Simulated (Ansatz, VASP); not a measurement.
## Ga4ICl3: VASP beside Ansatz

The input INCAR:

```
PREC = Accurate ; ENCUT = 520
EDIFF = 1E-6 ; ISMEAR = 0
SIGMA = 0.02 ; LREAL = F
LASPH = T ; NELM = 100
ALGO = Normal ; ISIF = 2
LWAVE = F ; LCHARG = T
GGA = PS ; LELF = T
LVHAR = T ; NBANDS = 50
```

File KPOINTS:

```
Automatic mesh
0
Gamma
  6 6 6
```

File POSCAR:

```
Ga4ICl3
1.0
   -3.7840126320      3.7840126320      3.7840126320
    3.7840126320     -3.7840126320      3.7840126320
    3.7840126320      3.7840126320     -3.7840126320
Ga I Cl
4 1 3
Direct
    0.5000000000      0.5000000000      0.5000000000
    0.0000000000      0.0000000000      0.5000000000
    0.0000000000      0.5000000000      0.0000000000
    0.5000000000      0.0000000000      0.0000000000
    0.0000000000      0.0000000000      0.0000000000
    0.5000000000      0.5000000000      0.0000000000
    0.5000000000      0.0000000000      0.5000000000
    0.0000000000      0.5000000000      0.5000000000
```

Input for Ansatz:

```yaml
crystal:
  lattice:
    - [-3.784012632, 3.784012632, 3.784012632]
    - [3.784012632, -3.784012632, 3.784012632]
    - [3.784012632, 3.784012632, -3.784012632]
  atoms:
    - { symbol: Ga, position: [0.5, 0.5, 0.5] }
    - { symbol: Ga, position: [0.0, 0.0, 0.5] }
    - { symbol: Ga, position: [0.0, 0.5, 0.0] }
    - { symbol: Ga, position: [0.5, 0.0, 0.0] }
    - { symbol: I, position: [0.0, 0.0, 0.0] }
    - { symbol: Cl, position: [0.5, 0.5, 0.0] }
    - { symbol: Cl, position: [0.5, 0.0, 0.5] }
    - { symbol: Cl, position: [0.0, 0.5, 0.5] }
basis:
  ecutwfc: 420
kpoints:
  mp_grid: { grid: [6, 6, 6] }
  band_path:
    path:
      - [[0.0, 0.0, 0.0], [0.5, -0.5, 0.5], [0.0, 0.0, 0.5], [0.0, 0.0, 0.0], [0.25, 0.25, 0.25], [0.5, -0.5, 0.5]]
      - [[0.25, 0.25, 0.25], [0.0, 0.0, 0.5]]
    npoints: 14
hamiltonian:
  xc: pbesol
scf:
  occupations: { method: gaussian, width: 0.02 }
  n_extra_bands: 20
output:
  forces: true
  stress: true
  eigenvalues: true
  populations: true
  dos: { projected: true, de: 0.02, nscf_kmesh: { grid: [9, 9, 9] } }
  bader: true
  write_density: true
  write_potential: true
  elf: true
  volumetric_format: npy
```

Alike in both runs: task single point; functional PBEsol; k mesh 6 × 6 × 6; occupations gaussian, width 0.02 eV; no spin polarisation.

|  | VASP | Ansatz |
| --- | --- | --- |
| version | VASP 6.6.1 | Ansatz 0.2.0 |
| potentials or method | VASP PAW PBE potentials, release 64 (Ga_d, I, Cl), cutoff 520 eV | scalar-relativistic, plane waves, PAW |
| valence electrons in the cell | 80 | 90 |

VASP gave:

* gap on the k mesh at the Fermi level (eV): 1.09
* least direct gap on the mesh (eV): 1.09
* pressure (GPa): -2.4

Question: Which values does Ansatz return?

Answer: gap on the k mesh at the Fermi level (eV): 1.09; least direct gap on the mesh (eV): 1.09; pressure (GPa): -2.3.

VASP's potentials were made for PBE, not for PBEsol. VASP's potentials hold 80 valence electrons a cell and Ansatz's 90, so a difference there can come from the potentials and not from the codes.

Spin-orbit coupling is off throughout.
